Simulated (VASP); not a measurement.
Write the native input for VASP 6.6.1 that does the following.

```
Task                   : relaxation of the atoms
Functional             : LDA
Potentials or basis    : VASP PAW LDA potentials, release 64 (Al, Ga_d, N)
Cutoff                 : 520 eV
k mesh                 : 8 × 8 × 6
Occupations            : gaussian, width 0.05 eV
Spin                   : no spin polarisation
Dipole correction      : no
Further INCAR settings : ALGO = Normal; EDIFF = 1e-06; IBRION = 2; EDIFFG = -0.01; NSW = 50
```

The structure of AlGaN2 lies in POSCAR:

```
AlGaN2
1.0
    3.1561614145      0.0000000000      0.0000000000
    0.0000000000      3.1561614145      0.0000000000
    0.0000000000      0.0000000000      4.4415644818
Al Ga N
1 1 2
Direct
    0.5000000000      0.5000000000      0.5000000000
    0.0000000000      0.0000000000      0.0000000000
    0.5000000000      0.0000000000      0.7400738390
    0.0000000000      0.5000000000      0.2599261610
```

One way to write it, as run:

INCAR

```
SYSTEM = AlGaN2
ALGO = Normal
EDIFF = 1E-6
EDIFFG = -0.01
ENCUT = 520
GGA = CA
IBRION = 2
ISIF = 2
ISMEAR = 0
LASPH = .True.
LCHARG = .False.
LREAL = .False.
LWAVE = .False.
NELM = 100
NSW = 50
PREC = Accurate
SIGMA = 0.05
```

KPOINTS

```
k-points
0
Gamma
  8 8 6
  0 0 0
```

Potentials or basis: VASP PAW LDA potentials, release 64 (Al, Ga_d, N).

Launch:

```bash
$ cat potpaw_LDA.64/Al/POTCAR potpaw_LDA.64/Ga_d/POTCAR potpaw_LDA.64/N/POTCAR > POTCAR
$ mpirun -np 1 vasp_std > vasp.out
```

It gave:

| Property | Result |
| --- | --- |
| Energy gained by relaxing | 0.0 meV/atom |
| Ionic steps | 2 |
| Pressure after relaxing | -6.7 GPa |
| Band gap on the k mesh | 2.78 eV |

Wall time 31 s on 1 thread of Intel(R) Xeon(R) Platinum 8259CL CPU @ 2.50GHz (Skylake/Cascade Lake), on a shared host, peak memory 0.17 GiB.
